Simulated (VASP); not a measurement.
A run of VASP 6.6.1:

The input INCAR:

```
SYSTEM = Hf4F
ALGO = Normal ; DIPOL = 0.5 0.5 0.369
EDIFF = 1E-6 ; ENCUT = 520
GGA = PE ; IDIPOL = 3
ISIF = 2 ; ISMEAR = 0
LASPH = .True. ; LCHARG = .False.
LDIPOL = .True. ; LREAL = .False.
LWAVE = .False. ; NBANDS = 32
NELM = 100 ; PREC = Accurate
SIGMA = 0.1
```

File KPOINTS:

```
k-points
0
Gamma
  9 9 1
  0 0 0
```

File POSCAR:

```
Hf4F
1.0
    3.2048170381      0.0000000000      0.0000000000
   -1.6024085190      2.7754529695      0.0000000000
    0.0000000000      0.0000000000     24.5281466259
Hf F
4 1
Direct
    0.6666666667      0.3333333333      0.1630779553
    0.3333333333      0.6666666667      0.2663815885
    0.6666666667      0.3333333333      0.3732987945
    0.3333333333      0.6666666667      0.4699966451
    0.5555555556      0.4444444444      0.5706972826
```

Potentials or basis: VASP PAW PBE potentials, release 64 (Hf_pv, F).

The run is started by

```bash
$ cat potpaw_PBE.64/Hf_pv/POTCAR potpaw_PBE.64/F/POTCAR > POTCAR
$ mpirun -np 1 vasp_std > vasp.out
```

Hardware: 1 thread of Intel(R) Xeon(R) Platinum 8488C (Sapphire Rapids) (shared host).

Task: Estimate the wall time of this run.

Result: It took 12 min on 1 thread of Intel(R) Xeon(R) Platinum 8488C (Sapphire Rapids), with other jobs on the host, peak memory 0.4 GiB. Counts: scf iterations 64, k points 25.
